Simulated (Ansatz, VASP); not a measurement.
## ScGaS: VASP beside Ansatz

File INCAR:

```
SYSTEM = ScGaS
  ALGO = Normal
  EDIFF = 1E-7
  ENCUT = 520
  GGA = PE
  ISIF = 2
  ISMEAR = 0
  ISPIN = 2
  LASPH = .TRUE.
  LCHARG = .FALSE.
  LMAXMIX = 4
  LORBIT = 11
  LREAL = .FALSE.
  LWAVE = .FALSE.
  MAGMOM = 1 0 0
  NBANDS = 26
  NELM = 150
  PREC = Accurate
  SIGMA = 0.1
```

Contents of KPOINTS:

```
k-points
0
G
  6 6 4
  0 0 0
```

POSCAR

```
ScGaS
1.0
    3.6288055754      0.0000000000      0.0000000000
    0.0000000000      3.6288055754      0.0000000000
    0.0000000000      0.0000000000      5.4249137578
Sc Ga S
1 1 1
Direct
    0.5000000000      0.5000000000      0.5000000000
    0.5000000000      0.5000000000      0.0000000000
    0.0000000000      0.0000000000      0.0000000000
```

Input for Ansatz:

```yaml
crystal:
  lattice:
    - [3.6288055754, 0.0, 0.0]
    - [0.0, 3.6288055754, 0.0]
    - [0.0, 0.0, 5.4249137578]
  atoms:
    - { symbol: Sc, position: [0.5, 0.5, 0.5], spin: 1.0 }
    - { symbol: Ga, position: [0.5, 0.5, 0.0] }
    - { symbol: S, position: [0.0, 0.0, 0.0] }
basis:
  ecutwfc: 420
kpoints:
  mp_grid: { grid: [6, 6, 4] }
hamiltonian:
  xc: pbe
scf:
  occupations: { method: gaussian, width: 0.1 }
  lower_state_search: "off"
output:
  forces: true
  stress: true
  eigenvalues: true
  populations: true
magnetization:
  spin_polarized: true
```

Alike in both runs: task single point; functional PBE; k mesh 6 × 6 × 4; occupations gaussian, width 0.1 eV; collinear spin.

|  | VASP | Ansatz |
| --- | --- | --- |
| version | VASP 6.6.1 | Ansatz 0.2.0 |
| potentials or method | VASP PAW PBE potentials, release 64 (Sc_sv, Ga_d, S), cutoff 520 eV | scalar-relativistic, plane waves, PAW |
| valence electrons in the cell | 30 | 30 |

```csv
,VASP,Ansatz,Ansatz less VASP
gap on the k mesh at the Fermi level (eV),none,none,-
pressure (GPa),0.3,0.2,-0.05
"traceless stress, the component that is largest in VASP (GPa)",0.28,0.25,-0.031
net moment per atom (μB),0.17,0.16,-0.001
size of the moment on the site where the two differ most (μB),0.33,0.29,-0.042
```

Site moments also hang on the region over which each program counts them. A gap of «none» marks a metal or a gap that the smearing closes. With one functional, cell and mesh, what is left measures potentials, basis and numerics.
